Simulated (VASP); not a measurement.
Input of a VASP 6.6.1 run:

Contents of INCAR:

```
PREC = Accurate
ENCUT = 450
EDIFF = 1E-7
ISMEAR = 0
SIGMA = 0.05
LREAL = F
LASPH = T
NELM = 120
ALGO = Normal
ISIF = 2
LWAVE = F
LCHARG = F
LDIPOL = T
IDIPOL = 3
DIPOL = 0.5 0.5 0.500
GGA = PS
IBRION = 2
NSW = 80
EDIFFG = -0.02
GGA_COMPAT = F
NELMIN = 4
NELMDL = -8
```

The input KPOINTS:

```
regular mesh
0
Gamma
  9 9 1
```

File POSCAR:

```
HfS2
1.0
    3.5922573106      0.0000000000      0.0000000000
   -1.7961286553      3.1109860879      0.0000000000
    0.0000000000      0.0000000000     23.8457290872
S Hf
4 2
Direct
    0.6666666667      0.3333333333      0.3145217314
    0.3333333333      0.6666666667      0.4361118390
    0.6666666667      0.3333333333      0.5638881610
    0.3333333333      0.6666666667      0.6854782686
    0.0000000000      0.0000000000      0.3753167852
    0.0000000000      0.0000000000      0.6246832148
```

Potentials or basis: VASP PAW PBE potentials, release 64 (S, Hf_pv).

Run with:

```console
$ cat potpaw_PBE.64/S/POTCAR potpaw_PBE.64/Hf_pv/POTCAR > POTCAR
$ mpirun -np 1 vasp_std > vasp.out
```

(1) What does it give for the energy gained by relaxing?

(2) What does it give for the band gap on the k mesh?

## Answers

(1) 0.1 meV/atom.

(2) 1.07 eV (least direct gap 1.96 eV).

Caveat: spin-orbit coupling is left out, which moves the levels of the heavy elements.
